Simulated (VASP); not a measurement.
# Sn (Fd-3m) in VASP: a series of runs

Sn is run at these levels: BLYP, PBE, LDA, RPBE; tasks: single point.

Program: VASP 6.6.1. These are calculated values, not measurements. Logs are shortened: lines on timing, memory, paths and dates and some standing lists are left out, and cuts for length are marked.

## 1. The cell of the first run

It takes space group Fd-3m (No. 227, cubic). The conventional cell has a = 6.467 Å, b = 6.467 Å, c = 6.467 Å, α = 90.00°, β = 90.00°, γ = 90.00°. Within 3.7 Å of Sn (site symmetry -43m) lie 4 Sn at 2.80 Å.

## 2. Single point, BLYP

Input file INCAR:

```
SYSTEM = Sn
PREC = Accurate ; ENCUT = 500
EDIFF = 1E-6 ; ISMEAR = -1
SIGMA = 0.05 ; LREAL = .FALSE.
LASPH = .TRUE. ; NELM = 120
ALGO = Normal ; ISIF = 2
LWAVE = .FALSE. ; LCHARG = .TRUE.
GGA = B5 ; ALDAX = 1.0
AGGAX = 1.0 ; AGGAC = 1.0
ALDAC = 0.0 ; LELF = .TRUE.
LVHAR = .TRUE. ; NBANDS = 21
GGA_COMPAT = .FALSE.
```

Input file KPOINTS:

```
Automatic mesh
0
G
  9 9 9
  0 0 0
```

Input file POSCAR:

```
Sn
1.0
    0.0000000000      3.2333430000      3.2333430000
    3.2333430000      0.0000000000      3.2333430000
    3.2333430000      3.2333430000      0.0000000000
Sn
2
Direct
    0.0000000000      0.0000000000      0.0000000000
    0.2500000000      0.2500000000      0.2500000000
```

Potentials or basis: VASP PAW PBE potentials, release 64 (Sn_d).

Launch:

```console
$ cat potpaw_PBE.64/Sn_d/POTCAR > POTCAR
$ mpirun -np 1 vasp_std > vasp.out
```

OUTCAR:

```text
SYSTEM = Sn
   PREC = Accurate
   ENCUT = 500
   EDIFF = 1E-6
   ISMEAR = -1
   LREAL = .FALSE.
   LASPH = .TRUE.
   NELM = 120
   ISIF = 2
   GGA = B5

 ion  position               nearest neighbor table
   1  0.000  0.000  0.000-   2 2.80   2 2.80   2 2.80   2 2.80
   2  0.250  0.250  0.250-   1 2.80   1 2.80   1 2.80   1 2.80

  LATTYP: Found a face centered cubic cell.
 ALAT       =     6.4666860000

  Lattice vectors:

 A1 = (   0.0000000000,   3.2333430000,   3.2333430000)
 A2 = (   3.2333430000,   0.0000000000,   3.2333430000)
 A3 = (   3.2333430000,   3.2333430000,   0.0000000000)

Analysis of symmetry for initial positions (statically):
=====================================================================
 Subroutine PRICEL returns:
 Original cell was already a primitive cell.

 Routine SETGRP: Setting up the symmetry group for a
 face centered cubic supercell.

 Subroutine GETGRP returns: Found 48 space group operations
 (whereof 24 operations were pure point group operations)
 out of a pool of 48 trial point group operations.

The static configuration has the point symmetry T_d .
 The point group associated with its full space group is O_h .

Analysis of symmetry for dynamics (positions and initial velocities):
=====================================================================
 Subroutine PRICEL returns:
 Original cell was already a primitive cell.

 Routine SETGRP: Setting up the symmetry group for a
 face centered cubic supercell.

 Subroutine GETGRP returns: Found 48 space group operations
 (whereof 24 operations were pure point group operations)
 out of a pool of 48 trial point group operations.

The dynamic configuration has the point symmetry T_d .
 The point group associated with its full space group is O_h .

 Subroutine INISYM returns: Found 48 space group operations
 (whereof 24 operations are pure point group operations),
 and found     1 'primitive' translations

----------------------------------------------------------------------------------------

                                     Primitive cell

  volume of cell :      67.6060

  direct lattice vectors                    reciprocal lattice vectors
     0.000000000  3.233343000  3.233343000    -0.154638713  0.154638713  0.154638713
     3.233343000  0.000000000  3.233343000     0.154638713 -0.154638713  0.154638713
     3.233343000  3.233343000  0.000000000     0.154638713  0.154638713 -0.154638713
[... 80 lines left out ...]
   LSORBIT =      F    spin-orbit coupling
   LASPH  =      T    aspherical Exc in radial PAW
   ENCUT  =  500.0 eV  36.75 Ry    6.06 a.u.   8.34  8.34  8.34*2*pi/ulx,y,z
   NELM   =    120;   NELMIN=  2; NELMDL= -5     # of ELM steps
   EDIFF  = 0.1E-05   stopping-criterion for ELM
   LREAL  =      F    real-space projection
   EDIFFG = 0.1E-04   stopping-criterion for IOM
   NSW    =      0    number of steps for IOM
   IBRION =     -1    ionic relax: 0-MD 1-quasi-New 2-CG
   NFREE  =      0    steps in history (QN), initial steepest desc. (CG)
   ISIF   =      2    stress and relaxation
   ISYM   =      2    0-nonsym 1-usesym 2-fastsym
   POTIM  = 0.5000    time-step for ionic-motion
   TEBEG  =    0.0;   TEEND  =   0.0 temperature during run
   PSTRESS=    0.0 pullay stress
   NELECT =      28.0000    total number of electrons
   NUPDOWN=      -1.0000    fix difference up-down
   EMIN   =  10.00;   EMAX   =-10.00  energy-range for DOS
   EFERMI =   0.00;   METHOD = LEGACY
   ISMEAR =    -1;   SIGMA  =   0.05  broadening in eV -4-tet -1-fermi 0-gaus
   EFERMI_NEDOS =   21; number of points for ismear=-14 and -15
   IALGO  =     38    algorithm
   IMIX   =      4    mixing-type and parameters
     AMIX     =   0.40;   BMIX     =  1.00
     AMIX_MAG =   1.60;   BMIX_MAG =  1.00
  volume/ion in A,a.u.               =      33.80       228.11
  Fermi-wavevector in a.u.,A,eV,Ry     =   1.220298  2.306028 20.260790  1.489126
  Thomas-Fermi vector in A             =   2.355520
   LORBIT       =      0    0 simple, 1 ext, 2 COOP (PROOUT), +10 PAW based schemes
   GGA     = B5    functional components
   LHFCALC =     F    Hartree Fock is set to
   AEXX    =    0.0000 exact exchange contribution
   IVDW    =     0    specifies the selected vdW correction
   LEPSILON=     F    determine dielectric tensor
   LRPA    =     F    only Hartree local field effects (RPA)
 non-spin polarized calculation
  energy-cutoff  :      500.00
  volume of cell :       67.61
 maximum number of plane-waves:      1759
 NGX is ok and might be reduce to    36
   NGX = 17   NGY = 17   NGZ = 17

 number of electron      28.0000008 magnetization

 Free energy of the ion-electron system (eV)
  ---------------------------------------------------
  ext. energy  EPLUGINS =         0.00000000
  ---------------------------------------------------
  free energy    TOTEN  =        -6.25749552 eV

  energy without entropy =       -6.25576804  energy(sigma->0) =       -6.25663178

 E-fermi :   6.1812     XC(G=0):  -8.3507

 val. band max:        6.0447414422   @ k =   0.1111   0.0000   0.0000
 cond. band min:       6.2130439082   @ k =   0.4444   0.0000   0.0000
 fundamental gap:      0.1683024660
 Fermi energy:         6.1811939377

 k-point     1 :       0.0000    0.0000    0.0000
  band No.  band energies     occupation
      1     -15.4797      2.00000
      2     -15.4797      2.00000
      3     -15.4797      2.00000
      4     -15.4151      2.00000
      5     -15.4151      2.00000
      6     -15.0966      2.00000
[... 565 lines left out ...]
     20      16.2589      0.00000
     21      16.5317      0.00000

 [... further k-points ...]

------------------------ aborting loop because EDIFF is reached ----------------------------------------

  FORCE on cell =-STRESS in cart. coord.  units (eV):
  Direction    XX          YY          ZZ          XY          YZ          ZX
  --------------------------------------------------------------------------------------
  -------------------------------------------------------------------------------------
  Total        2.7318975      2.7318975      2.7318975      0.0000000      0.0000000     -0.0000000
  in kB       64.7425273     64.7425273     64.7425273      0.0000000      0.0000000     -0.0000000
  external PRESSURE =      64.7425273 kB  Pullay stress =       0.0000000 kB

 VOLUME and BASIS-vectors are now :
 -----------------------------------------------------------------------------
  energy-cutoff  :      500.00
  volume of cell :       67.61
      direct lattice vectors                 reciprocal lattice vectors
     0.000000000  3.233343000  3.233343000    -0.154638713  0.154638713  0.154638713
     3.233343000  0.000000000  3.233343000     0.154638713 -0.154638713  0.154638713
     3.233343000  3.233343000  0.000000000     0.154638713  0.154638713 -0.154638713

 POSITION                                       TOTAL-FORCE (eV/Angst)
 -----------------------------------------------------------------------------------
      0.00000      0.00000      0.00000        -0.000000     -0.000000     -0.000000
      1.61667      1.61667      1.61667         0.000000      0.000000      0.000000
 -----------------------------------------------------------------------------------
    total drift:                                0.000000      0.000000      0.000000

  FREE ENERGIE OF THE ION-ELECTRON SYSTEM (eV)
  ---------------------------------------------------
  free  energy   TOTEN  =        -6.2574955238 eV

  energy  without entropy=       -6.2557680376  energy(sigma->0) =       -6.25663178
```

OSZICAR:

```text
N       E                     dE             d eps       ncg     rms          rms(c)
DAV:   1     0.224958142449E+03    0.22496E+03   -0.14152E+04  1475   0.188E+03
DAV:   2     0.180222511990E+02   -0.20694E+03   -0.20235E+03  1480   0.434E+02
DAV:   3    -0.555083588095E+01   -0.23573E+02   -0.23454E+02  1730   0.139E+02
DAV:   4    -0.633438694742E+01   -0.78355E+00   -0.78321E+00  1665   0.283E+01
DAV:   5    -0.636772094897E+01   -0.33334E-01   -0.33333E-01  2234   0.536E+00    0.327E+00
DAV:   6    -0.629193984079E+01    0.75781E-01   -0.47206E-02  1965   0.282E+00    0.185E+00
DAV:   7    -0.625577326278E+01    0.36167E-01   -0.69756E-02  1568   0.277E+00    0.195E-01
DAV:   8    -0.625721115799E+01   -0.14379E-02   -0.78644E-03  1686   0.100E+00    0.640E-02
DAV:   9    -0.625749287305E+01   -0.28172E-03   -0.39088E-04  1756   0.154E-01    0.109E-02
DAV:  10    -0.625749391854E+01   -0.10455E-05   -0.19841E-05  1865   0.434E-02    0.461E-03
DAV:  11    -0.625749548046E+01   -0.15619E-05   -0.23757E-06  1310   0.101E-02    0.568E-04
DAV:  12    -0.625749552380E+01   -0.43339E-07   -0.11080E-07  1075   0.357E-03
   1 F= -.62574955E+01 E0= -.62566318E+01  d E =-.172749E-02
```

stdout:

```text
POSCAR found type information on POSCAR Sn
 POSCAR found :  1 types and       2 ions
 scaLAPACK will be used
 -----------------------------------------------------------------------------
|                                                                             |
|                                                                             |
|     You enforced a specific xc type in the INCAR file but a different       |
|     I HOPE YOU KNOW WHAT YOU ARE DOING!                                     |
|                                                                             |
 -----------------------------------------------------------------------------

 LDA part: xc-table for (Slater(with rela. corr.)+VWN5), standard interpolation
 POSCAR, INCAR and KPOINTS ok, starting setup
 FFT: planning ... GRIDC
 FFT: planning ... GRID_SOFT
 FFT: planning ... GRID
 WAVECAR not read
 entering main loop
```

Run time: 98 s. Hardware: 1 thread of Intel Xeon 8259CL, shared host; peak memory 0.21 GiB.

Results:

```
Free energy            : -6.2575 eV
Pressure               : 6.5 GPa
Band gap on the k mesh : zero (band 14 reaches 6.28 eV, above the bottom of band 15 at 6.21 eV)
```

Caveat: the PAW data sets were made with another functional, which shifts forces and pressure a little; spin-orbit coupling is left out, which moves the levels of the heavy elements.

## 3. Single point, PBE

Input file INCAR:

```
ALGO     = Normal         # electronic algorithm
EDIFF    = 1E-6           # SCF threshold, eV
ENCUT    = 500            # plane-wave cutoff, eV
GGA      = PE             # functional
GGA_COMPAT= F            
ISIF     = 2              # what is computed and relaxed
ISMEAR   = -1             # smearing method
LASPH    = T              # aspherical terms in the spheres
LCHARG   = T              # write CHGCAR
LELF     = T              # ELF
LREAL    = F              # projectors in reciprocal space
LVHAR    = T            
LWAVE    = F              # write WAVECAR
NBANDS   = 21             # bands
NELM     = 120            # most SCF steps
PREC     = Accurate       # precision mode
SIGMA    = 0.05           # smearing width, eV
```

Input file KPOINTS:

```
k-points
0
Gamma
  9 9 9
```

POSCAR is that of step 2.

Potentials or basis: VASP PAW PBE potentials, release 64 (Sn_d).

Launch:

```console
$ cat potpaw_PBE.64/Sn_d/POTCAR > POTCAR
$ mpirun -np 1 vasp_std > vasp.out
```

Run time: 76 s. Hardware: 1 thread of Intel Xeon 8259CL, shared host; peak memory 0.21 GiB.

Results (log left out):

| Property | Result |
| --- | --- |
| Free energy | -7.6234 eV |
| Pressure | 3.7 GPa |
| Band gap on the k mesh | zero (band 14 reaches 5.84 eV, above the bottom of band 15 at 5.79 eV) |

Levels at points of the mesh, in eV from the Fermi level:
```
           k point  band 12  band 13  band 14  band 15  band 16  band 17
(0.00, 0.00, 0.00)    -0.56     0.09     0.09     0.09     2.17     2.17
```

Caveat: spin-orbit coupling is left out, which moves the levels of the heavy elements.

## 4. Single point, LDA

Input file INCAR:

```
SYSTEM = Sn
PREC = Accurate ; ENCUT = 500
EDIFF = 1E-6 ; ISMEAR = -1
SIGMA = 0.05 ; LREAL = .FALSE.
LASPH = .TRUE. ; NELM = 120
ALGO = Normal ; ISIF = 2
LWAVE = .FALSE. ; LCHARG = .TRUE.
GGA = CA ; LELF = .TRUE.
LVHAR = .TRUE. ; NBANDS = 21
GGA_COMPAT = .FALSE.
```

Input file KPOINTS:

```
Automatic mesh
0
G
  9 9 9
  0 0 0
```

POSCAR is that of step 3.

Potentials or basis: VASP PAW LDA potentials, release 64 (Sn_d).

Launch:

```console
$ cat potpaw_LDA.64/Sn_d/POTCAR > POTCAR
$ mpirun -np 1 vasp_std > vasp.out
```

It took 65 s on 1 thread of Intel Xeon 8259CL, shared host; peak memory 0.18 GiB.

It converged, with:

```yaml
Free_energy: -8.9385 eV
Pressure: 0.2 GPa
Band_gap_on_the_k_mesh: zero (band 14 reaches 5.57 eV, above the bottom of band 15 at 5.42 eV)
```

Levels at points of the mesh, in eV from the Fermi level:
```csv
k point,band 12,band 13,band 14,band 15,band 16,band 17
"(0.00, 0.00, 0.00)",-0.67,0.14,0.14,0.14,2.20,2.20
```

Caveat: spin-orbit coupling is left out, which moves the levels of the heavy elements.

## 5. Single point, RPBE

Input file INCAR:

```
PREC     = Accurate       # precision mode
ENCUT    = 500            # plane-wave cutoff, eV
EDIFF    = 1E-6           # SCF threshold, eV
ISMEAR   = -1             # smearing method
SIGMA    = 0.05           # smearing width, eV
LREAL    = False          # projectors in reciprocal space
LASPH    = True           # aspherical terms in the spheres
NELM     = 120            # most SCF steps
ALGO     = Normal         # electronic algorithm
ISIF     = 2              # what is computed and relaxed
LWAVE    = False          # write WAVECAR
LCHARG   = False          # write CHGCAR
GGA      = RP             # functional
NBANDS   = 21             # bands
GGA_COMPAT= False
```

Input file KPOINTS:

```
Automatic mesh
0
Gamma
  9 9 9
```

POSCAR is that of step 4.

Potentials or basis: VASP PAW PBE potentials, release 64 (Sn_d).

Launch:

```console
$ cat potpaw_PBE.64/Sn_d/POTCAR > POTCAR
$ mpirun -np 1 vasp_std > vasp.out
```

Wall time 90 s (1 thread of Intel Xeon 8259CL, shared host); peak memory 0.21 GiB.

It converged, with:

| Property | Result |
| --- | --- |
| Free energy | -6.9104 eV |
| Pressure | 5.2 GPa |
| Band gap on the k mesh | zero (filled and empty bands touch) |

Levels at points of the mesh, in eV from the Fermi level:
| k point | band 11 | band 12 | band 13 | band 14 | band 15 | band 16 | band 17 | band 18 |
| --- | --- | --- | --- | --- | --- | --- | --- | --- |
| (0.00, 0.00, 0.00) | -10.68 | -0.52 | 0.05 | 0.05 | 0.05 | 2.13 | 2.13 | 2.13 |

Caveat: the PAW data sets were made with another functional, which shifts forces and pressure a little; spin-orbit coupling is left out, which moves the levels of the heavy elements.

## 6. The runs side by side

```tsv
level	potentials or basis	gap on the mesh (eV)	pressure (GPa)
BLYP	VASP PAW PBE potentials, release 64 (Sn_d)	none	6.5
PBE	VASP PAW PBE potentials, release 64 (Sn_d)	none	3.7
LDA	VASP PAW LDA potentials, release 64 (Sn_d)	none	0.2
RPBE	VASP PAW PBE potentials, release 64 (Sn_d)	none	5.2
```

Alike in all rows: task single point; no spin polarisation; cell as given; k mesh 9 × 9 × 9; cutoff (eV) 500; smearing fermi-dirac 0.05 eV.

Caveats: spin-orbit coupling is left out, which moves the levels of the heavy elements; the PAW data sets were made with another functional, which shifts forces and pressure a little (some runs).

Total energies depend on the potentials used, so only differences within one code and one set of settings carry meaning.
